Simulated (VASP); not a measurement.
# Mg (I4/mmm) in VASP: notebook, part 2 of 2

VASP 6.6.1. The steps go on from the part before.

## 5. Single point, PBE (23.59 Å³/atom)

This run uses another cell than the first one, of 23.59 Å³/atom.

Contents of INCAR:

```
SYSTEM = Mg
  PREC = Accurate
  ENCUT = 520
  EDIFF = 1E-6
  ISMEAR = 0
  SIGMA = 0.15
  LREAL = .False.
  LASPH = .True.
  NELM = 60
  ALGO = Fast
  ISIF = 2
  LWAVE = .False.
  LCHARG = .False.
  GGA = PE
  NBANDS = 7
```

Contents of KPOINTS:

```
Automatic mesh
0
Gamma
  20 20 20
  0 0 0
```

Contents of POSCAR:

```
Mg
1.0
   -1.7783335771      1.7783335771      1.8647605889
    1.7783335771     -1.7783335771      1.8647605889
    1.7783335771      1.7783335771     -1.8647605889
Mg
1
Direct
    0.0000000000      0.0000000000      0.0000000000
```

Potentials or basis: VASP PAW PBE potentials, release 64 (Mg).

Started as:

```bash
$ cat potpaw_PBE.64/Mg/POTCAR > POTCAR
$ mpirun -np 1 vasp_std > vasp.out
```

OUTCAR:

```text
SYSTEM = Mg
   PREC = Accurate
   ENCUT = 520
   EDIFF = 1E-6
   ISMEAR = 0
   LREAL = .False.
   LASPH = .True.
   NELM = 60
   ISIF = 2
   GGA = PE

 ion  position               nearest neighbor table
   1  0.000  0.000  0.000-

  LATTYP: Found a body centered tetragonal cell.
 ALAT       =     3.5566671542
 C/A-ratio  =     1.0486000000

  Lattice vectors:

 A1 = (  -1.7783335771,   1.7783335771,   1.8647605889)
 A2 = (   1.7783335771,  -1.7783335771,   1.8647605889)
 A3 = (   1.7783335771,   1.7783335771,  -1.8647605889)

Analysis of symmetry for initial positions (statically):
=====================================================================
 Subroutine PRICEL returns:
 Original cell was already a primitive cell.

 Routine SETGRP: Setting up the symmetry group for a
 body centered tetragonal supercell.

 Subroutine GETGRP returns: Found 16 space group operations
 (whereof 16 operations were pure point group operations)
 out of a pool of 16 trial point group operations.

The static configuration has the point symmetry D_4h.

Analysis of symmetry for dynamics (positions and initial velocities):
[... 160 lines left out ...]
 val. band max:        2.5216048567   @ k =   0.4500   0.4000   0.0000
 cond. band min:       2.5384225819   @ k =   0.4000   0.1500   0.1000
 fundamental gap:      0.0168177253
 Fermi energy:         2.5272694365

 k-point     1 :       0.0000    0.0000    0.0000
  band No.  band energies     occupation
      1      -4.3189      2.00000
      2      15.0673      0.00000
      3      15.0673      0.00000
      4      15.9703      0.00000
      5      16.8328      0.00000
      6      16.9763      0.00000
      7      17.2505      0.00000
[... 221 lines left out ...]
 k-point    24 :      -0.3500    0.0500    0.0000
  band No.  band energies     occupation
      1      -1.8802      2.00000
      2       5.6480      0.00000
      3      11.2715      0.00000
      4      12.1770      0.00000
      5      13.9571      0.00000
      6      14.9573      0.00000
      7      18.1093      0.00000

 [... further k-points ...]

------------------------ aborting loop because EDIFF is reached ----------------------------------------

  FORCE on cell =-STRESS in cart. coord.  units (eV):
  Direction    XX          YY          ZZ          XY          YZ          ZX
  --------------------------------------------------------------------------------------
  -------------------------------------------------------------------------------------
  Total       -0.1557223     -0.1557223     -0.1493366      0.0000000     -0.0000000      0.0000000
  in kB      -10.5767404    -10.5767404    -10.1430209      0.0000000     -0.0000000      0.0000000
  external PRESSURE =     -10.4321672 kB  Pullay stress =       0.0000000 kB

 VOLUME and BASIS-vectors are now :
 -----------------------------------------------------------------------------
  energy-cutoff  :      520.00
  volume of cell :       23.59
      direct lattice vectors                 reciprocal lattice vectors
    -1.778333577  1.778333577  1.864760589     0.000000000  0.281162098  0.268130935
     1.778333577 -1.778333577  1.864760589     0.281162098  0.000000000  0.268130935
     1.778333577  1.778333577 -1.864760589     0.281162098  0.281162098  0.000000000

 POSITION                                       TOTAL-FORCE (eV/Angst)
 -----------------------------------------------------------------------------------
      0.00000      0.00000      0.00000         0.000000      0.000000     -0.000000
 -----------------------------------------------------------------------------------
    total drift:                                0.000000      0.000000      0.000000

  FREE ENERGIE OF THE ION-ELECTRON SYSTEM (eV)
  ---------------------------------------------------
  free  energy   TOTEN  =        -1.4781969233 eV

  energy  without entropy=       -1.4731762585  energy(sigma->0) =       -1.47568659
```

OSZICAR:

```text
N       E                     dE             d eps       ncg     rms          rms(c)
DAV:   1    -0.811395320369E+00   -0.81140E+00   -0.75468E+02  9597   0.191E+02
DAV:   2    -0.148374049858E+01   -0.67235E+00   -0.64064E+00 11592   0.110E+01
DAV:   3    -0.148641623216E+01   -0.26757E-02   -0.26742E-02 11438   0.789E-01
DAV:   4    -0.148642102597E+01   -0.47938E-05   -0.47937E-05 12999   0.247E-02
DAV:   5    -0.148642103876E+01   -0.12785E-07   -0.13139E-07 11522   0.861E-04    0.680E-01
RMM:   6    -0.148259345531E+01    0.38276E-02   -0.30522E-04  8978   0.132E-01    0.435E-01
RMM:   7    -0.147818387443E+01    0.44096E-02   -0.13213E-03  9125   0.252E-01    0.247E-02
RMM:   8    -0.147819717351E+01   -0.13299E-04   -0.49310E-05  9405   0.468E-02    0.602E-03
RMM:   9    -0.147819692330E+01    0.25021E-06   -0.38314E-06  9902   0.114E-02
   1 F= -.14781969E+01 E0= -.14756866E+01  d E =-.502066E-02
```

stdout:

```text
POSCAR found type information on POSCAR Mg
 POSCAR found :  1 types and       1 ions
 scaLAPACK will be used
 LDA part: xc-table for (Slater+PW92), standard interpolation
 POSCAR, INCAR and KPOINTS ok, starting setup
 FFT: planning ... GRIDC
 FFT: planning ... GRID_SOFT
 FFT: planning ... GRID
 WAVECAR not read
 entering main loop
```

Run time: 42 s. Hardware: 1 thread of AMD EPYC 7R13, shared host; peak memory 0.2 GiB.

Results:

- Free energy: -1.4782 eV
- Pressure: -1.0 GPa
- Band gap on the k mesh: zero (bands 1 and 2 overlap by 4.15 eV)

Levels at points of the mesh, in eV from the Fermi level:
```csv
k point,band 1,band 2,band 3,band 4,band 5,band 6
"(0.00, 0.00, 0.00)",-6.85,12.54,12.54,13.44,14.31,14.45
"(0.50, 0.00, 0.00)",-1.53,-1.04,8.79,9.37,10.30,11.38
"(0.50, 0.50, 0.00)",-1.32,-0.71,8.00,8.62,9.43,10.98
"(0.50, 0.50, 0.50)",3.06,3.68,4.12,4.12,4.21,7.29
```

## 6. Overview

| cell | gap on the mesh (eV) | pressure (GPa) |
| --- | --- | --- |
| a = 3.102 Å, angles 109.1, 109.1, 110.2°, 1 atom | none | -0.2 |
| a = 3.104 Å, angles 110.8, 110.8, 106.9°, 1 atom | none | -0.2 |
| a = 3.129 Å, angles 109.1, 109.1, 110.2°, 1 atom | none | -1.1 |
| a = 3.131 Å, angles 110.8, 110.8, 106.9°, 1 atom | none | -1.0 |

Alike in all rows: task single point; level PBE; potentials or basis VASP PAW PBE potentials, release 64 (Mg); no spin polarisation; k mesh 20 × 20 × 20; cutoff (eV) 520; smearing gaussian 0.15 eV.

Total energies depend on the potentials used, so only differences within one code and one set of settings carry meaning.
